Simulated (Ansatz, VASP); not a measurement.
CsCaH3: VASP beside Ansatz

Contents of INCAR:

```
SYSTEM = CsCaH3
ALGO = Normal
EDIFF = 1E-6
ENCUT = 520
ISIF = 2
ISMEAR = 0
LASPH = .TRUE.
LCHARG = .FALSE.
LREAL = .FALSE.
LWAVE = .FALSE.
NBANDS = 19
NELM = 100
PREC = Accurate
SIGMA = 0.05
```

File KPOINTS:

```
k-points
0
G
  6 6 6
  0 0 0
```

File POSCAR:

```
CsCaH3
1.0
    4.3439148400      0.0000000000      0.0000000000
    0.0000000000      4.6211860000      0.0000000000
    0.0000000000      0.0000000000      4.6211860000
Cs Ca H
1 1 3
Direct
    0.0000000000      0.0000000000      0.0000000000
    0.5000000000      0.5000000000      0.5000000000
    0.5000000000      0.0000000000      0.5000000000
    0.0000000000      0.5000000000      0.5000000000
    0.5000000000      0.5000000000      0.0000000000
```

Input for Ansatz:

```yaml
crystal:
  lattice:
    - [4.34391484, 0.0, 0.0]
    - [0.0, 4.621186, 0.0]
    - [0.0, 0.0, 4.621186]
  atoms:
    - { symbol: Cs, position: [0.0, 0.0, 0.0] }
    - { symbol: Ca, position: [0.5, 0.5, 0.5] }
    - { symbol: H, position: [0.5, 0.0, 0.5] }
    - { symbol: H, position: [0.0, 0.5, 0.5] }
    - { symbol: H, position: [0.5, 0.5, 0.0] }
basis:
  ecutwfc: 420
kpoints:
  mp_grid: { grid: [6, 6, 6] }
hamiltonian:
  xc: lda
scf:
  occupations: { method: gaussian, width: 0.05 }
output:
  forces: true
  stress: true
  eigenvalues: true
```

Change from the starting cell: strain -0.0600 x Voigt [1, 0, 0, 0, 0, 0], atoms carried along.

Alike in both runs: task single point; functional LDA; k mesh 6 × 6 × 6; occupations gaussian, width 0.05 eV; no spin polarisation.

|  | VASP | Ansatz |
| --- | --- | --- |
| version | VASP 6.6.1 | Ansatz 0.2.0 |
| potentials or method | VASP PAW LDA potentials, release 64 (Cs_sv, Ca_sv, H), cutoff 520 eV | scalar-relativistic, plane waves, PAW |
| valence electrons in the cell | 22 | 22 |

Ansatz gave:

* gap on the k mesh at the Fermi level (eV): 2.66
* least direct gap on the mesh (eV): 2.66
* pressure (GPa): -0.9
* traceless stress, the component that is largest in VASP (GPa): 1.91

Problem. What did VASP give for the same quantities?

Solution. gap on the k mesh at the Fermi level (eV): 2.64; least direct gap on the mesh (eV): 2.64; pressure (GPa): -0.8; traceless stress, the component that is largest in VASP (GPa): 1.93.

LDA's correlation is that of Perdew and Zunger in VASP and of Perdew and Wang (1992) in Ansatz.

Neither program's run includes spin-orbit coupling.
